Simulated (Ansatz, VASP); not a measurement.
# SiC: VASP beside Ansatz

Contents of POSCAR:

```
SiC
1.0
    3.0077287752     -0.0418434555      0.0114397483
   -1.5401018831      2.7788398991      0.0084894206
    0.0561361638      0.0805133974     14.5973911522
Si C
6 6
Direct
    0.0114735165      0.0258726033      0.1018915920
   -0.0858546092     -0.0466361908      0.6225267299
    0.3458698769      0.6337697385      0.2968554831
    0.6697892671      0.2975661968      0.7960860276
    0.3671621003      0.7108667175      0.9620477471
    0.6935345152      0.3218981621      0.4599784150
    0.0340213133      0.0163951377      0.9961926791
    0.0240202613      0.0169161645      0.5067060672
    0.3099851848      0.6805585933      0.1803646686
    0.6853182618      0.3286330059      0.6648137509
    0.2912034381      0.6838723875      0.8391343399
    0.6534768739      0.3302874839      0.3234024993
```

INCAR.step1

```
SYSTEM = SiC
PREC = Accurate
ENCUT = 520
ISMEAR = 0
SIGMA = 0.05
LREAL = .False.
LASPH = .True.
NELM = 100
NBANDS = 36
GGA = PE
ALGO = Normal
EDIFF = 1E-4
LWAVE = .True.
LCHARG = .False.
```

Contents of INCAR.step2:

```
SYSTEM = SiC
PREC = Accurate
ENCUT = 520
EDIFF = 1E-7
ISMEAR = 0
SIGMA = 0.05
LREAL = .False.
LASPH = .True.
NELM = 100
ALGO = Normal
ISIF = 2
LWAVE = .False.
LCHARG = .False.
METAGGA = R2SCAN
LMIXTAU = .True.
NBANDS = 36
ISTART = 1
```

File KPOINTS:

```
Automatic mesh
0
Gamma
  12 12 2
  0 0 0
```

Input for Ansatz:

```yaml
crystal:
  lattice:
    - [3.0077287752, -0.0418434555, 0.0114397483]
    - [-1.5401018831, 2.7788398991, 0.0084894206]
    - [0.0561361638, 0.0805133974, 14.5973911522]
  atoms:
    - { symbol: Si, position: [0.0114735165, 0.0258726033, 0.101891592] }
    - { symbol: Si, position: [-0.0858546092, -0.0466361908, 0.6225267299] }
    - { symbol: Si, position: [0.3458698769, 0.6337697385, 0.2968554831] }
    - { symbol: Si, position: [0.6697892671, 0.2975661968, 0.7960860276] }
    - { symbol: Si, position: [0.3671621003, 0.7108667175, 0.9620477471] }
    - { symbol: Si, position: [0.6935345152, 0.3218981621, 0.459978415] }
    - { symbol: C, position: [0.0340213133, 0.0163951377, 0.9961926791] }
    - { symbol: C, position: [0.0240202613, 0.0169161645, 0.5067060672] }
    - { symbol: C, position: [0.3099851848, 0.6805585933, 0.1803646686] }
    - { symbol: C, position: [0.6853182618, 0.3286330059, 0.6648137509] }
    - { symbol: C, position: [0.2912034381, 0.6838723875, 0.8391343399] }
    - { symbol: C, position: [0.6534768739, 0.3302874839, 0.3234024993] }
basis:
  ecutwfc: 500
kpoints:
  mp_grid: { grid: [12, 12, 2] }
hamiltonian:
  xc: r2scan
scf:
  occupations: { method: gaussian, width: 0.05 }
output:
  forces: true
  stress: true
  eigenvalues: true
```

Change from the starting cell: all atoms moved at random, sigma 0.1 Å a component, cell strained at random, sigma 0.03.

Alike in both runs: task single point; functional r2SCAN; k mesh 12 × 12 × 2; occupations gaussian, width 0.05 eV; no spin polarisation.

```csv
,VASP,Ansatz
version,VASP 6.6.1,Ansatz 0.2.0
potentials or method,"VASP PAW PBE potentials, release 64 (Si, C), cutoff 520 eV","scalar-relativistic, plane waves, PAW"
valence electrons in the cell,48,48
```

Ansatz gave:

| Property | Result |
| --- | --- |
| gap on the k mesh at the Fermi level (eV) | none |
| pressure (GPa) | 17.6 |
| traceless stress, the component that is largest in VASP (GPa) | -23.56 |
| rms of the force components (eV/Å) | 4.475 |

Problem. Estimate VASP's values.

Solution. gap on the k mesh at the Fermi level (eV): none; pressure (GPa): 17.3; traceless stress, the component that is largest in VASP (GPa): -23.60; rms of the force components (eV/Å): 4.448.

VASP's potentials were made for PBE, not for r2SCAN. Atom by atom the forces differ by 0.035 eV/Å (rms over components). A gap of «none» marks a metal or a gap that the smearing closes.
